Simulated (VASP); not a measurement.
# W (Fmmm) in VASP: further runs, part 2 of 2

VASP 6.6.1. The steps go on from the part before.

### 3 Single point, r2SCAN (strain +0.1312 x Voigt [0, 0, 0, 1, 0, 0])

Input file POSCAR:

```
W
1.0
   -1.5973000000      1.7020828800      1.7020828800
    1.5973000000     -1.4925171200      1.4925171200
    1.5973000000      1.4925171200     -1.4925171200
W
1
Direct
    0.0000000000      0.0000000000      0.0000000000
```

Input file INCAR.step1:

```
SYSTEM = W
ALGO     = Normal         ! electronic algorithm
EDIFF    = 1E-4           ! SCF threshold, eV
ENCUT    = 520            ! plane-wave cutoff, eV
GGA      = PE             ! functional
ISMEAR   = 0              ! smearing method
LASPH    = .True.         ! aspherical terms in the spheres
LCHARG   = .False.        ! write CHGCAR
LREAL    = .False.        ! projectors in reciprocal space
LWAVE    = .True.         ! write WAVECAR
NBANDS   = 13             ! bands
NELM     = 80             ! most SCF steps
PREC     = Accurate       ! precision mode
SIGMA    = 0.15           ! smearing width, eV
```

Input file INCAR.step2:

```
SYSTEM = W
ALGO     = Normal         ! electronic algorithm
EDIFF    = 1E-6           ! SCF threshold, eV
ENCUT    = 520            ! plane-wave cutoff, eV
ISIF     = 2              ! what is computed and relaxed
ISMEAR   = 0              ! smearing method
ISTART   = 1            
LASPH    = .True.         ! aspherical terms in the spheres
LCHARG   = .False.        ! write CHGCAR
LMIXTAU  = .True.       
LREAL    = .False.        ! projectors in reciprocal space
LWAVE    = .False.        ! write WAVECAR
METAGGA  = R2SCAN         ! meta-GGA
NBANDS   = 13             ! bands
NELM     = 80             ! most SCF steps
PREC     = Accurate       ! precision mode
SIGMA    = 0.15           ! smearing width, eV
```

Input file KPOINTS:

```
k-points
0
Gamma
  20 20 20
  0 0 0
```

Potentials or basis: VASP PAW PBE potentials, release 64 (W_sv).

Run with:

```
$ cat potpaw_PBE.64/W_sv/POTCAR > POTCAR
$ cp INCAR.step1 INCAR
$ mpirun -np 1 vasp_std > vasp.out
$ cp INCAR.step2 INCAR
$ mpirun -np 1 vasp_std > vasp.out
```

OUTCAR:

```text
SYSTEM = W
   EDIFF = 1E-6
   ENCUT = 520
   ISIF = 2
   ISMEAR = 0
   ISTART = 1
   LASPH = .True.
   LREAL = .False.
   METAGGA = R2SCAN
   NELM = 80
   PREC = Accurate

 ion  position               nearest neighbor table
   1  0.000  0.000  0.000-

  LATTYP: Found a face centered orthorhombic cell.
 ALAT       =     3.1946000000
 B/A-ratio  =     1.3214411527
 C/A-ratio  =     1.5069859721

  Lattice vectors:

 A1 = (   0.0000000000,   3.1946000000,   0.2095657600)
 A2 = (   1.5973000000,   1.7020828800,   1.7020828800)
 A3 = (   1.5973000000,   1.4925171200,  -1.4925171200)

Analysis of symmetry for initial positions (statically):
=====================================================================
 Subroutine PRICEL returns:
 Original cell was already a primitive cell.

 Routine SETGRP: Setting up the symmetry group for a
 face centered orthorhombic supercell.

 Subroutine GETGRP returns: Found  8 space group operations
 (whereof  8 operations were pure point group operations)
 out of a pool of  8 trial point group operations.

The static configuration has the point symmetry D_2h.
[... 169 lines left out ...]
      1     -65.1969      2.00000
      2     -28.2898      2.00000
      3     -28.0386      2.00000
      4     -27.8755      2.00000
      5       0.9790      2.00000
      6       8.4767      2.00000
      7       9.2396      2.00000
      8      10.9335      1.63108
      9      13.5465      0.00000
     10      14.0738      0.00000
     11      24.9379      0.00000
     12      26.2802      0.00000
     13      27.5289      0.00000
[... 354 lines left out ...]
  band No.  band energies     occupation
      1     -65.1681      2.00000
      2     -28.5157      2.00000
      3     -28.1525      2.00000
      4     -27.9373      2.00000
      5       2.2339      2.00000
      6       8.2156      2.00000
      7       8.7768      2.00000
      8      11.7966      0.00000
      9      13.2606      0.00000
     10      14.1058      0.00000
     11      26.6083      0.00000
     12      28.1603      0.00000
     13      28.3150      0.00000

 [... further k-points ...]

------------------------ aborting loop because EDIFF is reached ----------------------------------------

  FORCE on cell =-STRESS in cart. coord.  units (eV):
  Direction    XX          YY          ZZ          XY          YZ          ZX
  --------------------------------------------------------------------------------------
  -------------------------------------------------------------------------------------
  Total       -0.0731408     -0.2584093     -0.2584093      0.0000000     -1.9851344      0.0000000
  in kB       -7.2197760    -25.5077575    -25.5077575      0.0000000   -195.9539318      0.0000000
  external PRESSURE =     -19.4117637 kB  Pullay stress =       0.0000000 kB

 VOLUME and BASIS-vectors are now :
 -----------------------------------------------------------------------------
  energy-cutoff  :      520.00
  volume of cell :       16.23
      direct lattice vectors                 reciprocal lattice vectors
    -1.597300000  1.702082880  1.702082880     0.000000000  0.293757728  0.293757728
     1.597300000 -1.492517120  1.492517120     0.313028235 -0.020623402  0.314381130
     1.597300000  1.492517120 -1.492517120     0.313028235  0.314381130 -0.020623402

 POSITION                                       TOTAL-FORCE (eV/Angst)
 -----------------------------------------------------------------------------------
      0.00000      0.00000      0.00000         0.000000     -0.000000     -0.000000
 -----------------------------------------------------------------------------------
    total drift:                                0.000000      0.000000      0.000000

  FREE ENERGIE OF THE ION-ELECTRON SYSTEM (eV)
  ---------------------------------------------------
  free  energy   TOTEN  =       -51.2237643664 eV

  energy  without entropy=      -51.2189593027  energy(sigma->0) =      -51.22136183
```

Wall time 6 min (1 thread of Intel Xeon Platinum 8488C (Sapphire Rapids), shared host); peak memory 0.33 GiB.

What came out:

```yaml
Free_energy: -51.2238 eV
Pressure: -1.9 GPa
Band_gap_on_the_k_mesh: zero (bands 7 and 8 overlap by 4.71 eV)
```

Stress tensor (GPa, compression positive):
```
 -0.72   0.00   0.00
  0.00  -2.55 -19.60
  0.00 -19.60  -2.55
```

Caveat: the cell differs from its parent crystal (strain +0.1312 x Voigt [0, 0, 0, 1, 0, 0]); the PAW data sets were made with another functional, which shifts forces and pressure a little; spin-orbit coupling is left out, which moves the levels of the heavy elements.

### 4 Single point, r2SCAN (strain +0.1125 x Voigt [0, 0, 0, 1, 0, 0])

Input file POSCAR:

```
W
1.0
   -1.5973000000      1.6871481250      1.6871481250
    1.5973000000     -1.5074518750      1.5074518750
    1.5973000000      1.5074518750     -1.5074518750
W
1
Direct
    0.0000000000      0.0000000000      0.0000000000
```

Input file INCAR.step1:

```
SYSTEM = W
PREC = Accurate
ENCUT = 520
ISMEAR = 0
SIGMA = 0.15
LREAL = .FALSE.
LASPH = .TRUE.
NELM = 60
NBANDS = 13
GGA = PE
ALGO = Normal
EDIFF = 1E-4
LWAVE = .TRUE.
LCHARG = .FALSE.
```

Input file INCAR.step2:

```
SYSTEM = W
PREC = Accurate
ENCUT = 520
EDIFF = 1E-6
ISMEAR = 0
SIGMA = 0.15
LREAL = .FALSE.
LASPH = .TRUE.
NELM = 60
ALGO = Normal
ISIF = 2
LWAVE = .FALSE.
LCHARG = .FALSE.
METAGGA = R2SCAN
LMIXTAU = .TRUE.
NBANDS = 13
ISTART = 1
```

Input file KPOINTS:

```
regular mesh
0
G
  20 20 20
  0 0 0
```

Run with:

```
$ cat potpaw_PBE.64/W_sv/POTCAR > POTCAR
$ cp INCAR.step1 INCAR
$ mpirun -np 1 vasp_std > vasp.out
$ cp INCAR.step2 INCAR
$ mpirun -np 1 vasp_std > vasp.out
```

It took 6 min on 1 thread of Intel Xeon Platinum 8488C (Sapphire Rapids), shared host; peak memory 0.32 GiB.

The run converged. Its results:

```
Free energy            : -51.2579 eV
Pressure               : -3.1 GPa
Band gap on the k mesh : zero (bands 7 and 8 overlap by 5.03 eV)
```

Stress tensor (GPa, compression positive):
```
 -2.17   0.00   0.00
  0.00  -3.62 -16.70
  0.00 -16.70  -3.62
```

Levels at points of the mesh, in eV from the Fermi level:
| k point | band 5 | band 6 | band 7 | band 8 | band 9 | band 10 |
| --- | --- | --- | --- | --- | --- | --- |
| (0.00, 0.00, 0.00) | -10.04 | -2.36 | -1.66 | -0.25 | 2.51 | 2.91 |
| (0.50, 0.00, 0.00) | -6.64 | -4.10 | -0.52 | 3.16 | 4.11 | 5.43 |
| (0.00, 0.50, 0.00) | -6.43 | -3.77 | 0.41 | 2.37 | 3.25 | 5.79 |
| (0.00, 0.50, 0.50) | -6.38 | -3.41 | 1.44 | 1.65 | 2.29 | 6.92 |
| (0.50, 0.50, 0.50) | -5.97 | -5.81 | 3.90 | 4.89 | 6.36 | 7.78 |

Caveat: the cell differs from its parent crystal (strain +0.1125 x Voigt [0, 0, 0, 1, 0, 0]); the cell stands under tension; the PAW data sets were made with another functional, which shifts forces and pressure a little; spin-orbit coupling is left out, which moves the levels of the heavy elements.

### 5 Overview

| cell | gap on the mesh (eV) | pressure (GPa) |
| --- | --- | --- |
| a = 2.630, b = 2.907, c = 2.907 Å, angles 113.3, 109.5, 109.5°, 1 atom | none | -0.6 |
| a = 2.889, b = 2.647, c = 2.647 Å, angles 105.8, 109.5, 109.5°, 1 atom | none | -1.9 |
| a = 2.871, b = 2.664, c = 2.664 Å, angles 106.3, 109.5, 109.5°, 1 atom | none | -3.1 |

Alike in all rows: task single point; level r2SCAN; potentials or basis VASP PAW PBE potentials, release 64 (W_sv); no spin polarisation; k mesh 20 × 20 × 20; cutoff (eV) 520; smearing gaussian 0.15 eV.

Caveats: the PAW data sets were made with another functional, which shifts forces and pressure a little; spin-orbit coupling is left out, which moves the levels of the heavy elements; the cell stands under tension (at least some runs).

Absolute energies hang on the potentials; compare differences alone.
